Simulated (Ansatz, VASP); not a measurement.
## TiC in VASP and in Ansatz

```
CELL_PARAMETERS angstrom
0.00000 2.15930 2.15930
2.15930 0.00000 2.15930
2.15930 2.15930 0.00000
ATOMIC_POSITIONS crystal
Ti 0.00000 0.00000 0.00000
C 0.50000 0.50000 0.50000
```

Alike in both runs: task single point; functional PBEsol; k mesh 16 × 16 × 16; occupations gaussian, width 0.1 eV; no spin polarisation.

|  | VASP | Ansatz |
| --- | --- | --- |
| version | VASP 6.6.1 | Ansatz 0.2.0 |
| potentials or method | VASP PAW PBE potentials, release 64 (Ti_sv, C), cutoff 520 eV | scalar-relativistic, plane waves, PAW |
| valence electrons in the cell | 16 | 16 |

|  | VASP | Ansatz | Ansatz less VASP |
| --- | --- | --- | --- |
| gap on the k mesh at the Fermi level (eV) | none | none | - |
| pressure (GPa) | -4.3 | -4.6 | -0.26 |

VASP's potentials were made for PBE, not for PBEsol. A gap of «none» marks a metal or a gap that the smearing closes. With one functional, cell and mesh, what is left measures potentials, basis and numerics.
